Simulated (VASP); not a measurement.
# Y (Fm-3m) in VASP: notebook

Y is run at these levels: r2SCAN; tasks: single point.

Everything below comes from runs of VASP 6.6.1. Logs are shortened: lines on timing, memory, paths and dates and some standing lists are left out, and cuts for length are marked.

## (1) The cell of the first run

Symmetry: Fm-3m, No. 225, cubic system. The conventional cell has a = 5.201 Å, b = 5.201 Å, c = 5.201 Å, α = 90.00°, β = 90.00°, γ = 90.00°. Y (site symmetry m-3m) has 12 Y at 3.68 Å within 4.8 Å.

This isn't the form of Y at room conditions, which is hcp.

## (2) Single point, r2SCAN (35.17 Å³/atom)

POSCAR reads:

```
Y
1.0
    0.0000000000      2.6004736951      2.6004736951
    2.6004736951      0.0000000000      2.6004736951
    2.6004736951      2.6004736951      0.0000000000
Y
1
Direct
    0.0000000000      0.0000000000      0.0000000000
```

INCAR.step1 reads:

```
ALGO = Normal ; EDIFF = 1E-4
ENCUT = 520 ; GGA = PE
ISMEAR = 0 ; LASPH = True
LCHARG = False ; LREAL = False
LWAVE = True ; NBANDS = 12
NELM = 60 ; PREC = Accurate
SIGMA = 0.1
```

INCAR.step2 reads:

```
ALGO = Normal ; EDIFF = 1E-6
ENCUT = 520 ; ISIF = 2
ISMEAR = 0 ; ISTART = 1
LASPH = True ; LCHARG = True
LELF = True ; LMIXTAU = True
LREAL = False ; LVHAR = True
LWAVE = False ; METAGGA = R2SCAN
NBANDS = 12 ; NELM = 60
PREC = Accurate ; SIGMA = 0.1
```

KPOINTS reads:

```
k-points
0
Gamma
  14 14 14
```

Potentials or basis: VASP PAW PBE potentials, release 64 (Y_sv).

The run is started by

```sh
$ cat potpaw_PBE.64/Y_sv/POTCAR > POTCAR
$ cp INCAR.step1 INCAR
$ mpirun -np 1 vasp_std > vasp.out
$ cp INCAR.step2 INCAR
$ mpirun -np 1 vasp_std > vasp.out
```

OUTCAR:

```text
EDIFF = 1E-6
   ENCUT = 520
   ISIF = 2
   ISMEAR = 0
   ISTART = 1
   LASPH = True
   LREAL = False
   METAGGA = R2SCAN
   NELM = 60
   PREC = Accurate

 ion  position               nearest neighbor table
   1  0.000  0.000  0.000-

  LATTYP: Found a face centered cubic cell.
 ALAT       =     5.2009473902

  Lattice vectors:

 A1 = (   0.0000000000,   2.6004736951,   2.6004736951)
 A2 = (   2.6004736951,   0.0000000000,   2.6004736951)
 A3 = (   2.6004736951,   2.6004736951,   0.0000000000)

Analysis of symmetry for initial positions (statically):
=====================================================================
 Subroutine PRICEL returns:
 Original cell was already a primitive cell.

 Routine SETGRP: Setting up the symmetry group for a
 face centered cubic supercell.

 Subroutine GETGRP returns: Found 48 space group operations
 (whereof 48 operations were pure point group operations)
 out of a pool of 48 trial point group operations.

The static configuration has the point symmetry O_h .

Analysis of symmetry for dynamics (positions and initial velocities):
=====================================================================
 Subroutine PRICEL returns:
 Original cell was already a primitive cell.

 Routine SETGRP: Setting up the symmetry group for a
 face centered cubic supercell.

 Subroutine GETGRP returns: Found 48 space group operations
 (whereof 48 operations were pure point group operations)
 out of a pool of 48 trial point group operations.

The dynamic configuration has the point symmetry O_h .

 Subroutine INISYM returns: Found 48 space group operations
 (whereof 48 operations are pure point group operations),
 and found     1 'primitive' translations

----------------------------------------------------------------------------------------

                                     Primitive cell

  volume of cell :      35.1712

  direct lattice vectors                    reciprocal lattice vectors
     0.000000000  2.600473695  2.600473695    -0.192272662  0.192272662  0.192272662
     2.600473695  0.000000000  2.600473695     0.192272662 -0.192272662  0.192272662
     2.600473695  2.600473695  0.000000000     0.192272662  0.192272662 -0.192272662

  length of vectors
     3.677625168  3.677625168  3.677625168     0.333026020  0.333026020  0.333026020

  position of ions in fractional coordinates (direct lattice)
     0.000000000  0.000000000  0.000000000

  ion indices of the primitive-cell ions
   primitive index   ion index
                 1           1

----------------------------------------------------------------------------------------

 KPOINTS: k-points

Automatic generation of k-mesh.
 Grid dimensions read from file:
 generate k-points for:   14   14   14

 Generating k-lattice:

  Cartesian coordinates                     Fractional coordinates (reciprocal lattice)
    -0.013733762  0.013733762  0.013733762     0.071428571  0.000000000  0.000000000
     0.013733762 -0.013733762  0.013733762     0.000000000  0.071428571  0.000000000
     0.013733762  0.013733762 -0.013733762     0.000000000  0.000000000  0.071428571

  Length of vectors
     0.023787573  0.023787573  0.023787573

  Shift w.r.t. Gamma in fractional coordinates (k-lattice)
     0.000000000  0.000000000  0.000000000

 Subroutine IBZKPT returns following result:
 ===========================================

 Found    104 irreducible k-points:

 Following reciprocal coordinates:
            Coordinates               Weight
  0.000000  0.000000  0.000000      1.000000
  0.071429  0.000000  0.000000      8.000000
  0.142857  0.000000  0.000000      8.000000
  0.214286  0.000000  0.000000      8.000000
  0.285714  0.000000  0.000000      8.000000
  0.357143  0.000000  0.000000      8.000000
[... 16 lines left out ...]
  0.214286  0.142857  0.000000     24.000000
  0.285714  0.142857  0.000000     24.000000
 [... further k-points ...]
   k-points           NKPTS =    104   k-points in BZ     NKDIM =    104   number of bands    NBANDS=     12
   number of dos      NEDOS =    301   number of ions     NIONS =      1
   total plane-waves  NPLWV =  21952
   dimension x,y,z NGX =    28 NGY =   28 NGZ =   28
   dimension x,y,z NGXF=    56 NGYF=   56 NGZF=   56
   ions per type =               1
   NGX,Y,Z   is equivalent  to a cutoff of  12.66, 12.66, 12.66 a.u.
   NGXF,Y,Z  is equivalent  to a cutoff of  25.31, 25.31, 25.31 a.u.
 SYSTEM =  unknown system
   PREC   = accura    normal or accurate (medium, high low for compatibility)
   ISTART =      1    job   : 0-new  1-cont  2-samecut
   ICHARG =      0    charge: 1-file 2-atom 10-const
   ISPIN  =      1    spin polarized calculation?
   LNONCOLLINEAR =      F non collinear calculations
   LSORBIT =      F    spin-orbit coupling
   LASPH  =      T    aspherical Exc in radial PAW
   ENCUT  =  520.0 eV  38.22 Ry    6.18 a.u.   6.84  6.84  6.84*2*pi/ulx,y,z
   NELM   =     60;   NELMIN=  2; NELMDL=  0     # of ELM steps
   EDIFF  = 0.1E-05   stopping-criterion for ELM
   LREAL  =      F    real-space projection
   EDIFFG = 0.1E-04   stopping-criterion for IOM
   NSW    =      0    number of steps for IOM
   IBRION =     -1    ionic relax: 0-MD 1-quasi-New 2-CG
   NFREE  =      0    steps in history (QN), initial steepest desc. (CG)
   ISIF   =      2    stress and relaxation
   ISYM   =      2    0-nonsym 1-usesym 2-fastsym
   POTIM  = 0.5000    time-step for ionic-motion
   TEBEG  =    0.0;   TEEND  =   0.0 temperature during run
   PSTRESS=    0.0 pullay stress
   NELECT =      11.0000    total number of electrons
   NUPDOWN=      -1.0000    fix difference up-down
   EMIN   =  10.00;   EMAX   =-10.00  energy-range for DOS
   EFERMI =   0.00;   METHOD = LEGACY
   ISMEAR =     0;   SIGMA  =   0.10  broadening in eV -4-tet -1-fermi 0-gaus
   EFERMI_NEDOS =   21; number of points for ismear=-14 and -15
   IALGO  =     38    algorithm
   IMIX   =      4    mixing-type and parameters
     AMIX     =   0.40;   BMIX     =  1.00
     AMIX_MAG =   1.60;   BMIX_MAG =  1.00
  volume/ion in A,a.u.               =      35.17       237.35
  Fermi-wavevector in a.u.,A,eV,Ry     =   1.111245  2.099949 16.801373  1.234866
  Thomas-Fermi vector in A             =   2.247806
   LORBIT       =      0    0 simple, 1 ext, 2 COOP (PROOUT), +10 PAW based schemes
   METAGGA = R2SCAN    functional components
   LHFCALC =     F    Hartree Fock is set to
   AEXX    =    0.0000 exact exchange contribution
   IVDW    =     0    specifies the selected vdW correction
   LEPSILON=     F    determine dielectric tensor
   LRPA    =     F    only Hartree local field effects (RPA)
 non-spin polarized calculation
 Gauss-broadening in eV      SIGMA  =   0.10
  energy-cutoff  :      520.00
  volume of cell :       35.17
 maximum number of plane-waves:       961
   NGX = 13   NGY = 13   NGZ = 13

 number of electron      10.9999999 magnetization

 Free energy of the ion-electron system (eV)
  ---------------------------------------------------
  ext. energy  EPLUGINS =         0.00000000
  ---------------------------------------------------
  free energy    TOTEN  =       -20.21514277 eV

  energy without entropy =      -20.20666471  energy(sigma->0) =      -20.21090374

 E-fermi :   2.7630     XC(G=0):  -9.7986

 val. band max:        2.7580939076   @ k =  -0.4286   0.1429   0.0000
 cond. band min:       2.7947730467   @ k =  -0.4286   0.1429   0.0714
 fundamental gap:      0.0366791391
 Fermi energy:         2.7629559754

 k-point     1 :       0.0000    0.0000    0.0000
  band No.  band energies     occupation
      1     -41.6291      2.00000
      2     -20.7074      2.00000
      3     -20.7074      2.00000
      4     -20.7074      2.00000
      5      -2.1195      2.00000
      6       4.7220      0.00000
      7       4.7220      0.00000
      8       4.7220      0.00000
      9       6.6720      0.00000
     10       6.6720      0.00000
     11      11.8793      0.00000
     12      15.1609      0.00000

 k-point     2 :       0.0714    0.0000    0.0000
  band No.  band energies     occupation
      1     -41.6266      2.00000
      2     -20.7311      2.00000
      3     -20.7104      2.00000
      4     -20.7104      2.00000
      5      -1.9977      2.00000
      6       4.5725      0.00000
      7       4.7791      0.00000
      8       4.7791      0.00000
      9       6.6073      0.00000
     10       6.6073      0.00000
     11      12.1652      0.00000
     12      14.5526      0.00000

 k-point     3 :       0.1429    0.0000    0.0000
  band No.  band energies     occupation
      1     -41.6196      2.00000
      2     -20.7971      2.00000
      3     -20.7188      2.00000
      4     -20.7188      2.00000
      5      -1.6454      2.00000
      6       4.2032      0.00000
      7       4.9105      0.00000
      8       4.9105      0.00000
      9       6.4875      0.00000
     10       6.4875      0.00000
     11      12.8171      0.00000
     12      13.6019      0.00000
[... 286 lines left out ...]
 k-point    23 :       0.2143    0.1429    0.0000
  band No.  band energies     occupation
      1     -41.6089      2.00000
      2     -20.8556      2.00000
      3     -20.7538      2.00000
      4     -20.7502      2.00000
      5      -1.0889      2.00000
      6       3.6745      0.00000
      7       5.0857      0.00000
      8       5.2434      0.00000
      9       5.6536      0.00000
     10       6.9976      0.00000
     11      13.7361      0.00000
     12      14.0580      0.00000

 k-point    24 :       0.2857    0.1429    0.0000
  band No.  band energies     occupation
      1     -41.5991      2.00000
      2     -20.9389      2.00000
      3     -20.7690      2.00000
      4     -20.7644      2.00000
      5      -0.5232      2.00000
      6       3.3440      0.00000
      7       4.7122      0.00000
      8       5.3100      0.00000
      9       6.0583      0.00000
     10       7.2197      0.00000
     11      12.8436      0.00000
     12      14.5139      0.00000

 [... further k-points ...]

------------------------ aborting loop because EDIFF is reached ----------------------------------------

  FORCE on cell =-STRESS in cart. coord.  units (eV):
  Direction    XX          YY          ZZ          XY          YZ          ZX
  --------------------------------------------------------------------------------------
  -------------------------------------------------------------------------------------
  Total       -0.4130181     -0.4130181     -0.4130181      0.0000000      0.0000000      0.0000000
  in kB      -18.8144804    -18.8144804    -18.8144804      0.0000000      0.0000000      0.0000000
  external PRESSURE =     -18.8144804 kB  Pullay stress =       0.0000000 kB

 VOLUME and BASIS-vectors are now :
 -----------------------------------------------------------------------------
  energy-cutoff  :      520.00
  volume of cell :       35.17
      direct lattice vectors                 reciprocal lattice vectors
     0.000000000  2.600473695  2.600473695    -0.192272662  0.192272662  0.192272662
     2.600473695  0.000000000  2.600473695     0.192272662 -0.192272662  0.192272662
     2.600473695  2.600473695  0.000000000     0.192272662  0.192272662 -0.192272662

 POSITION                                       TOTAL-FORCE (eV/Angst)
 -----------------------------------------------------------------------------------
      0.00000      0.00000      0.00000        -0.000000      0.000000     -0.000000
 -----------------------------------------------------------------------------------
    total drift:                               -0.000000     -0.000000     -0.000000

  FREE ENERGIE OF THE ION-ELECTRON SYSTEM (eV)
  ---------------------------------------------------
  free  energy   TOTEN  =       -20.2151427735 eV

  energy  without entropy=      -20.2066647138  energy(sigma->0) =      -20.21090374
```

Run time: 5.3 min. Hardware: 1 thread of Intel Xeon 8259CL, shared host; peak memory 0.21 GiB.

What came out:

```
Free energy            : -20.2151 eV
Pressure               : -1.9 GPa
Band gap on the k mesh : zero (an odd number of electrons rules out a gap without spin polarisation)
```

Caveat: the PAW data sets were made with another functional, which shifts forces and pressure a little.

## (3) Single point, r2SCAN (36.50 Å³/atom)

This run uses another cell than the first one, of 36.50 Å³/atom.

POSCAR reads:

```
Y
1.0
    0.0000000000      2.6327810196      2.6327810196
    2.6327810196      0.0000000000      2.6327810196
    2.6327810196      2.6327810196      0.0000000000
Y
1
Direct
    0.0000000000      0.0000000000      0.0000000000
```

INCAR.step1 reads:

```
SYSTEM = Y
  ALGO = Normal
  EDIFF = 1E-4
  ENCUT = 520
  GGA = PE
  ISMEAR = 0
  LASPH = .TRUE.
  LCHARG = .FALSE.
  LREAL = .FALSE.
  LWAVE = .TRUE.
  NBANDS = 12
  NELM = 60
  PREC = Accurate
  SIGMA = 0.1
```

INCAR.step2 reads:

```
SYSTEM = Y
  ALGO = Normal
  EDIFF = 1E-6
  ENCUT = 520
  ISIF = 2
  ISMEAR = 0
  ISTART = 1
  LASPH = .TRUE.
  LCHARG = .FALSE.
  LMIXTAU = .TRUE.
  LREAL = .FALSE.
  LWAVE = .FALSE.
  METAGGA = R2SCAN
  NBANDS = 12
  NELM = 60
  PREC = Accurate
  SIGMA = 0.1
```

KPOINTS reads:

```
k-points
0
G
  14 14 14
  0 0 0
```

Potentials or basis: VASP PAW PBE potentials, release 64 (Y_sv).

The run is started by

```sh
$ cat potpaw_PBE.64/Y_sv/POTCAR > POTCAR
$ cp INCAR.step1 INCAR
$ mpirun -np 1 vasp_std > vasp.out
$ cp INCAR.step2 INCAR
$ mpirun -np 1 vasp_std > vasp.out
```

Run time: 5.2 min. Hardware: 1 thread of Intel Xeon 8259CL, shared host; peak memory 0.21 GiB.

Results (log left out):

| Item | Value |
| --- | --- |
| Free energy | -20.1947 eV |
| Pressure | -3.0 GPa |
| Band gap on the k mesh | zero (an odd number of electrons rules out a gap without spin polarisation) |

Levels at points of the mesh, in eV from the Fermi level:
```csv
k point,band 3,band 4,band 5,band 6,band 7,band 8
"(0.00, 0.00, 0.00)",-23.59,-23.59,-4.81,1.92,1.92,1.92
"(0.50, 0.00, 0.00)",-23.64,-23.64,-1.86,0.16,1.77,1.77
"(0.50, 0.50, 0.00)",-23.73,-23.73,-1.54,-0.63,1.57,5.07
```

Caveat: the PAW data sets were made with another functional, which shifts forces and pressure a little.
